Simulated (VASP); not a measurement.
# HfO2 (Fm-3m) in VASP: notebook, part 2 of 2

VASP 6.6.1.

## Step 4: Vibrations by perturbation theory, PBE (phonons at volume x 0.98)

Contents of INCAR:

```
ALGO     = Normal         # electronic algorithm
EDIFF    = 1E-8           # SCF threshold, eV
ENCUT    = 520            # plane-wave cutoff, eV
GGA      = PE             # functional
IBRION   = 8              # ionic algorithm
ISIF     = 2              # what is computed and relaxed
ISMEAR   = 0              # smearing method
LASPH    = T              # aspherical terms in the spheres
LCHARG   = F              # write CHGCAR
LEPSILON = T              # dielectric tensor by DFPT
LREAL    = F              # projectors in reciprocal space
LWAVE    = F              # write WAVECAR
NELM     = 60             # most SCF steps
NSW      = 1              # ionic steps
PREC     = Accurate       # precision mode
SIGMA    = 0.01           # smearing width, eV
```

Contents of KPOINTS:

```
k-points
0
Gamma
  8 8 8
```

Contents of POSCAR:

```
HfO2
1.0
    0.0000000000      2.5316991669      2.5316991669
    2.5316991669      0.0000000000      2.5316991669
    2.5316991669      2.5316991669      0.0000000000
Hf O
1 2
Direct
    0.0000000000      0.0000000000      0.0000000000
    0.2500000000      0.2500000000      0.2500000000
    0.7500000000      0.7500000000      0.7500000000
```

Potentials or basis: VASP PAW PBE potentials, release 64 (Hf_pv, O).

Started as:

```sh
> cat potpaw_PBE.64/Hf_pv/POTCAR potpaw_PBE.64/O/POTCAR > POTCAR
> mpirun -np 1 vasp_std > vasp.out
```

OUTCAR:

```text
EDIFF = 1E-8
   ENCUT = 520
   GGA = PE
   IBRION = 8
   ISIF = 2
   ISMEAR = 0
   LASPH = T
   LEPSILON = T
   LREAL = F
   NELM = 60
   NSW = 1
   PREC = Accurate

 ion  position               nearest neighbor table
   1  0.000  0.000  0.000-   3 2.19   3 2.19   3 2.19   2 2.19   3 2.19   2 2.19   2 2.19   2 2.19

   2  0.250  0.250  0.250-   1 2.19   1 2.19   1 2.19   1 2.19
   3  0.750  0.750  0.750-   1 2.19   1 2.19   1 2.19   1 2.19
[... 818 lines left out ...]
   9 f/i=    0.004229 THz     0.026569 2PiTHz    0.141052 cm-1     0.017488 meV
             X         Y         Z           dx          dy          dz
      0.000000  0.000000  0.000000     0.000518    0.023727    0.920310
      1.265850  1.265850  1.265850     0.000155    0.007116    0.276012
      3.797549  3.797549  3.797549     0.000155    0.007116    0.276012

--------------------------------------------------------------------------------------------------------

 MACROSCOPIC STATIC DIELECTRIC TENSOR IONIC CONTRIBUTION
 ------------------------------------------------------
          32.028756     0.000000     0.000000
           0.000000    32.028756    -0.000000
           0.000000    -0.000000    32.028756
 ------------------------------------------------------

 ELASTIC MODULI CONTR FROM IONIC RELAXATION (kBar)
 Direction    XX          YY          ZZ          XY          YZ          ZX
 --------------------------------------------------------------------------------
 XX           0.0000      0.0000      0.0000      0.0000      0.0000      0.0000
 YY           0.0000      0.0000      0.0000      0.0000      0.0000      0.0000
 ZZ           0.0000      0.0000      0.0000      0.0000      0.0000      0.0000
 XY           0.0000      0.0000      0.0000   -257.8747     -0.0000      0.0000
 YZ           0.0000      0.0000      0.0000     -0.0000   -257.8747      0.0000
 ZX           0.0000      0.0000      0.0000      0.0000      0.0000   -257.8747
 --------------------------------------------------------------------------------

 PIEZOELECTRIC TENSOR IONIC CONTR  for field in x, y, z        (C/m^2)
          XX          YY          ZZ          XY          YZ          ZX
  --------------------------------------------------------------------------------
  x     0.00000     0.00000     0.00000    -0.00000    -0.00000    -0.00000
  y     0.00000     0.00000     0.00000     0.00000     0.00000    -0.00000
  z     0.00000     0.00000     0.00000    -0.00000    -0.00000    -0.00000
```

OSZICAR:

```text
N       E                     dE             d eps       ncg     rms          rms(c)
DAV:   1     0.107280111562E+03    0.10728E+03   -0.13192E+04   870   0.146E+03
DAV:   2    -0.320297347371E+02   -0.13931E+03   -0.13565E+03  1115   0.327E+02
DAV:   3    -0.359952940850E+02   -0.39656E+01   -0.39629E+01  1122   0.550E+01
[... 180 lines left out ...]
RMM:   9    -0.368426990955E+00   -0.35245E-05   -0.74209E-09  5214   0.600E-04    0.370E-04
RMM:  10    -0.368427225675E+00   -0.23472E-06   -0.17971E-09  5156   0.189E-04    0.126E-04
RMM:  11    -0.368426997662E+00    0.22801E-06    0.85603E-08  5348   0.635E-05    0.322E-05
RMM:  12    -0.368427008574E+00   -0.10913E-07    0.13632E-07  5203   0.395E-05    0.146E-05
RMM:  13    -0.368427065833E+00   -0.57259E-07   -0.34907E-08  4959   0.376E-05    0.520E-06
RMM:  14    -0.368427057912E+00    0.79214E-08   -0.29530E-09  4525   0.311E-05    0.244E-06
 Linear response finished
```

stdout:

```text
POSCAR found type information on POSCAR HfO
 POSCAR found :  2 types and       3 ions
 scaLAPACK will be used
 LDA part: xc-table for (Slater+PW92), standard interpolation
 POSCAR, INCAR and KPOINTS ok, starting setup
 FFT: planning ... GRIDC
 FFT: planning ... GRID_SOFT
 FFT: planning ... GRID
 WAVECAR not read
 entering main loop
[... 23 lines left out ...]
  Direction:   3
 dielectric tensor                  component  3 :     0.005     0.035     5.245
 Linear response DOF=           2
 Linear response progress:
 first order change of Fermi-energy  -0.52718E-04
 force on displaced ion       1 direction 1 :  -5.303   0.000   0.000
 Born effective charge ion    1 direction 1 :   5.516   0.000   0.000
 Linear response progress:
 first order change of Fermi-energy   0.10268E+02
 force on displaced ion       2 direction 1 : -11.093  -0.000  -0.000
 Born effective charge ion    2 direction 1 :  -2.758   0.000   0.000
 Born effective charges drift removed
 Linear response finished
```

Run time: 3.6 min. Hardware: 1 thread of Intel Xeon Platinum 8559C (Emerald Rapids), shared host; peak memory 0.29 GiB.

Results:

```yaml
Electronic_dielectric_tensor_diagonal: 5.24
Born_charges_mean_of_the_diagonal: Hf +5.52; O -2.76 e
Highest_phonon_frequency_at_Γ_LO-TO_splitting_left_out: 576 cm⁻¹
```

Phonon frequencies in cm⁻¹ (negative: imaginary):
| q point | frequencies |
| --- | --- |
| (0.000, 0.000, 0.000) | 0 0 0 230 230 230 576 576 576 |

Electronic dielectric tensor:
```
5.24 0.00 0.00
0.00 5.24 0.00
0.00 0.00 5.24
```

Born effective charge tensors (e):
atom 1, Hf
```
5.52 0.00 0.00
0.00 5.52 0.00
0.00 0.00 5.52
```
atom 2, O
```
-2.76  0.00  0.00
 0.00 -2.76  0.00
 0.00  0.00 -2.76
```
atom 3, O
```
-2.76  0.00  0.00
 0.00 -2.76  0.00
 0.00  0.00 -2.76
```

Caveat: the cell differs from its parent crystal (phonons at volume x 0.98); the cell wasn't relaxed at this level first, which shifts response properties.
